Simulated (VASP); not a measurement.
Wanted: the native input for a VASP 6.6.1 run.

```yaml
Task: single point
Functional: r2SCAN
Potentials_or_basis: VASP PAW PBE potentials, release 64 (K_sv)
Cutoff: 520 eV
k_mesh: 4 × 4 × 8
Occupations: fermi-dirac, width 0.1 eV
Spin: no spin polarisation
Dipole_correction: no
Further_INCAR_settings: ALGO = Normal; EDIFF = 1e-07; NBANDS = 10
```

K:

```
K
1.0
    10.58359    0.00000    0.00000
     0.00000   10.58359    0.00000
     0.00000    0.00000    4.32460
K
1
Direct
  0.00000 0.00000 0.00000
```

The input as run:

POSCAR

```
K
1.0
   10.5835863000      0.0000000000      0.0000000000
    0.0000000000     10.5835863000      0.0000000000
    0.0000000000      0.0000000000      4.3245980000
K
1
Direct
    0.0000000000      0.0000000000      0.0000000000
```

INCAR.step1

```
PREC     = Accurate       # precision mode
ENCUT    = 520            # plane-wave cutoff, eV
ISMEAR   = -1             # smearing method
SIGMA    = 0.1            # smearing width, eV
LREAL    = False          # projectors in reciprocal space
LASPH    = True           # aspherical terms in the spheres
NELM     = 80             # most SCF steps
NBANDS   = 10             # bands
GGA      = PE             # functional
ALGO     = Normal         # electronic algorithm
EDIFF    = 1E-4           # SCF threshold, eV
LWAVE    = True           # write WAVECAR
LCHARG   = False          # write CHGCAR
```

INCAR.step2

```
PREC     = Accurate       # precision mode
ENCUT    = 520            # plane-wave cutoff, eV
EDIFF    = 1E-7           # SCF threshold, eV
ISMEAR   = -1             # smearing method
SIGMA    = 0.1            # smearing width, eV
LREAL    = False          # projectors in reciprocal space
LASPH    = True           # aspherical terms in the spheres
NELM     = 80             # most SCF steps
ALGO     = Normal         # electronic algorithm
ISIF     = 2              # what is computed and relaxed
LWAVE    = False          # write WAVECAR
LCHARG   = False          # write CHGCAR
METAGGA  = R2SCAN         # meta-GGA
LMIXTAU  = True         
NBANDS   = 10             # bands
ISTART   = 1
```

KPOINTS

```
regular mesh
0
Gamma
  4 4 8
```

Potentials or basis: VASP PAW PBE potentials, release 64 (K_sv).

Launch:

```sh
$ cat potpaw_PBE.64/K_sv/POTCAR > POTCAR
$ cp INCAR.step1 INCAR
$ mpirun -np 1 vasp_std > vasp.out
$ cp INCAR.step2 INCAR
$ mpirun -np 1 vasp_std > vasp.out
```

Results of the run:

```
Pressure : 0.0 GPa
```

Caveat: the PAW data sets were made with another functional, which shifts forces and pressure a little.

Run time: 15 min on 1 thread of Intel Xeon 6975P-C (shared host), peak memory 0.61 GiB.
